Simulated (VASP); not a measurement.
Here is a VASP 6.6.1 calculation.

The input INCAR:

```
SYSTEM = GaSb
ALGO = Normal
EDIFF = 1E-7
ENCUT = 520
GGA = PE
ISIF = 2
ISMEAR = 0
LASPH = .True.
LCHARG = .False.
LREAL = .False.
LWAVE = .False.
NBANDS = 16
NELM = 100
PREC = Accurate
SIGMA = 0.15
```

The input KPOINTS:

```
k-points
0
Gamma
  16 16 16
  0 0 0
```

File POSCAR:

```
GaSb
1.0
   -2.8579500000      2.8579500000      1.5810862174
    2.8579500000     -2.8579500000      1.5810862174
    2.8579500000      2.8579500000     -1.5810862174
Ga Sb
1 1
Direct
    0.2500000000      0.7500000000      0.5000000000
    0.0000000000      0.0000000000      0.0000000000
```

Potentials or basis: VASP PAW PBE potentials, release 64 (Ga_d, Sb).

Launch:

```bash
$ cat potpaw_PBE.64/Ga_d/POTCAR potpaw_PBE.64/Sb/POTCAR > POTCAR
$ mpirun -np 1 vasp_std > vasp.out
```

Task: What does it give for the band gap on the k mesh?

Result: Zero (bands 9 and 10 overlap by 4.17 eV).

Task: Estimate the pressure.

Result: -2.9 GPa.

Stress tensor (GPa, compression positive):
```
-3.37  0.00  0.00
 0.00 -3.37  0.00
 0.00  0.00 -1.97
```

Caveat: spin-orbit coupling is left out, which moves the levels of the heavy elements.
